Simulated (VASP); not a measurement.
# Ti (I4/mmm) in VASP: a series of runs, part 2 of 2

VASP 6.6.1. Earlier steps stand in the parts before.

### 3 Single point, r2SCAN (biaxial strain in the a-b plane: -1.0 %)

The input, POSCAR:

```
Ti
1.0
    3.2192718470      0.0000000000      0.0000000000
    0.0000000000      3.2192718470      0.0000000000
    0.0000000000      0.0000000000      3.2713004829
Ti
2
Direct
    0.0000000000      0.0000000000      0.0000000000
    0.5000000000      0.5000000000      0.5000000000
```

The input, INCAR.step1:

```
PREC = Accurate
ENCUT = 520
ISMEAR = 0
SIGMA = 0.1
LREAL = F
LASPH = T
NELM = 60
NBANDS = 19
GGA = PE
ALGO = Normal
EDIFF = 1E-4
LWAVE = T
LCHARG = F
```

The input, INCAR.step2:

```
PREC = Accurate
ENCUT = 520
EDIFF = 1E-6
ISMEAR = 0
SIGMA = 0.1
LREAL = F
LASPH = T
NELM = 60
ALGO = Normal
ISIF = 2
LWAVE = F
LCHARG = T
METAGGA = R2SCAN
LMIXTAU = T
LELF = T
LVHAR = T
NBANDS = 19
ISTART = 1
```

The input, KPOINTS:

```
regular mesh
0
Gamma
  16 16 16
```

Potentials or basis: VASP PAW PBE potentials, release 64 (Ti_sv).

The run is started by

```bash
> cat potpaw_PBE.64/Ti_sv/POTCAR > POTCAR
> cp INCAR.step1 INCAR
> mpirun -np 1 vasp_std > vasp.out
> cp INCAR.step2 INCAR
> mpirun -np 1 vasp_std > vasp.out
```

OUTCAR:

```text
PREC = Accurate
   ENCUT = 520
   EDIFF = 1E-6
   ISMEAR = 0
   LREAL = F
   LASPH = T
   NELM = 60
   ISIF = 2
   METAGGA = R2SCAN
   ISTART = 1

 ion  position               nearest neighbor table
   1  0.000  0.000  0.000-   2 2.80   2 2.80   2 2.80   2 2.80   2 2.80   2 2.80   2 2.80   2 2.80

   2  0.500  0.500  0.500-   1 2.80   1 2.80   1 2.80   1 2.80   1 2.80   1 2.80   1 2.80   1 2.80

  LATTYP: Found a simple tetragonal cell.
 ALAT       =     3.2192718470
 C/A-ratio  =     1.0161616162

  Lattice vectors:

 A1 = (   3.2192718470,   0.0000000000,   0.0000000000)
 A2 = (   0.0000000000,   3.2192718470,   0.0000000000)
 A3 = (   0.0000000000,   0.0000000000,   3.2713004829)

Analysis of symmetry for initial positions (statically):
=====================================================================
 Subroutine PRICEL returns following result:

  LATTYP: Found a body centered tetragonal cell.
 ALAT       =     3.2192718470
 C/A-ratio  =     1.0161616162

  Lattice vectors:

 A1 = (  -1.6096359235,  -1.6096359235,  -1.6356502415)
 A2 = (   1.6096359235,   1.6096359235,  -1.6356502415)
 A3 = (   1.6096359235,  -1.6096359235,   1.6356502415)

   2 primitive cells build up your supercell.

 Routine SETGRP: Setting up the symmetry group for a
 simple tetragonal supercell.

 Subroutine GETGRP returns: Found 16 space group operations
 (whereof 16 operations were pure point group operations)
 out of a pool of 16 trial point group operations.

The static configuration has the point symmetry D_4h.

Analysis of symmetry for dynamics (positions and initial velocities):
=====================================================================
 Subroutine PRICEL returns following result:

  LATTYP: Found a body centered tetragonal cell.
 ALAT       =     3.2192718470
 C/A-ratio  =     1.0161616162
[... 128 lines left out ...]
   EFERMI =   0.00;   METHOD = LEGACY
   ISMEAR =     0;   SIGMA  =   0.10  broadening in eV -4-tet -1-fermi 0-gaus
   EFERMI_NEDOS =   21; number of points for ismear=-14 and -15
   IALGO  =     38    algorithm
   IMIX   =      4    mixing-type and parameters
     AMIX     =   0.40;   BMIX     =  1.00
     AMIX_MAG =   1.60;   BMIX_MAG =  1.00
  volume/ion in A,a.u.               =      16.95       114.39
  Fermi-wavevector in a.u.,A,eV,Ry     =   1.459038  2.757182 28.963980  2.128792
  Thomas-Fermi vector in A             =   2.575652
   LORBIT       =      0    0 simple, 1 ext, 2 COOP (PROOUT), +10 PAW based schemes
   METAGGA = R2SCAN    functional components
   LHFCALC =     F    Hartree Fock is set to
   AEXX    =    0.0000 exact exchange contribution
   IVDW    =     0    specifies the selected vdW correction
   LEPSILON=     F    determine dielectric tensor
   LRPA    =     F    only Hartree local field effects (RPA)
 non-spin polarized calculation
 Gauss-broadening in eV      SIGMA  =   0.10
  energy-cutoff  :      520.00
  volume of cell :       33.90
 maximum number of plane-waves:       932
 NGX is ok and might be reduce to    24
   NGX = 11   NGY = 11   NGZ = 13

 number of electron      23.9999999 magnetization

 Free energy of the ion-electron system (eV)
  ---------------------------------------------------
  ext. energy  EPLUGINS =         0.00000000
  ---------------------------------------------------
  free energy    TOTEN  =       -25.63437201 eV

  energy without entropy =      -25.61303218  energy(sigma->0) =      -25.62370210

 E-fermi :   8.3799     XC(G=0): -12.5246

 val. band max:        8.3784478375   @ k =   0.3750   0.3750   0.0000
 cond. band min:       8.3806181445   @ k =   0.3125   0.0000   0.4375
 fundamental gap:      0.0021703070
 Fermi energy:         8.3798943112

 k-point     1 :       0.0000    0.0000    0.0000
  band No.  band energies     occupation
      1     -50.4780      2.00000
      2     -50.2232      2.00000
      3     -25.7757      2.00000
      4     -25.7526      2.00000
      5     -25.7526      2.00000
      6     -25.2533      2.00000
[... 505 lines left out ...]
      6     -25.5026      2.00000
[... 11 lines left out ...]
     18      11.4950      0.00000
     19      12.3825      0.00000

 [... further k-points ...]

------------------------ aborting loop because EDIFF is reached ----------------------------------------

  FORCE on cell =-STRESS in cart. coord.  units (eV):
  Direction    XX          YY          ZZ          XY          YZ          ZX
  --------------------------------------------------------------------------------------
  -------------------------------------------------------------------------------------
  Total        0.4013901      0.4013901      0.5121439      0.0000000      0.0000000      0.0000000
  in kB       18.9688712     18.9688712     24.2028685      0.0000000      0.0000000      0.0000000
  external PRESSURE =      20.7135370 kB  Pullay stress =       0.0000000 kB

 VOLUME and BASIS-vectors are now :
 -----------------------------------------------------------------------------
  energy-cutoff  :      520.00
  volume of cell :       33.90
      direct lattice vectors                 reciprocal lattice vectors
     3.219271847  0.000000000  0.000000000     0.310629250  0.000000000  0.000000000
     0.000000000  3.219271847  0.000000000     0.000000000  0.310629250  0.000000000
     0.000000000  0.000000000  3.271300483     0.000000000  0.000000000  0.305688825

 POSITION                                       TOTAL-FORCE (eV/Angst)
 -----------------------------------------------------------------------------------
      0.00000      0.00000      0.00000         0.000000     -0.000000      0.000000
      1.60964      1.60964      1.63565        -0.000000      0.000000     -0.000000
 -----------------------------------------------------------------------------------
    total drift:                                0.000000      0.000000     -0.000000

  FREE ENERGIE OF THE ION-ELECTRON SYSTEM (eV)
  ---------------------------------------------------
  free  energy   TOTEN  =       -25.6343720129 eV

  energy  without entropy=      -25.6130321795  energy(sigma->0) =      -25.62370210
```

OUTCAR.step1:

```text
PREC = Accurate
   ENCUT = 520
   ISMEAR = 0
   LREAL = F
   LASPH = T
[... 771 lines left out ...]
 -----------------------------------------------------------------------------------
      0.00000      0.00000      0.00000        -0.000000      0.000000     -0.000000
      1.60964      1.60964      1.63565         0.000000     -0.000000      0.000000
 -----------------------------------------------------------------------------------
    total drift:                                0.000000      0.000000     -0.000000

  FREE ENERGIE OF THE ION-ELECTRON SYSTEM (eV)
  ---------------------------------------------------
  free  energy   TOTEN  =       -15.4587033826 eV

  energy  without entropy=      -15.4370986492  energy(sigma->0) =      -15.44790102
```

Wall time 8.2 min (1 thread of AMD EPYC 7R13 (Zen 3), shared host); peak memory 0.28 GiB.

What came out:

```
Free energy            : -25.6344 eV
Pressure               : 2.1 GPa
Band gap on the k mesh : zero (bands 12 and 13 overlap by 1.78 eV)
```

Caveat: the cell differs from its parent crystal (biaxial strain in the a-b plane: -1.0 %); the PAW data sets were made with another functional, which shifts forces and pressure a little.
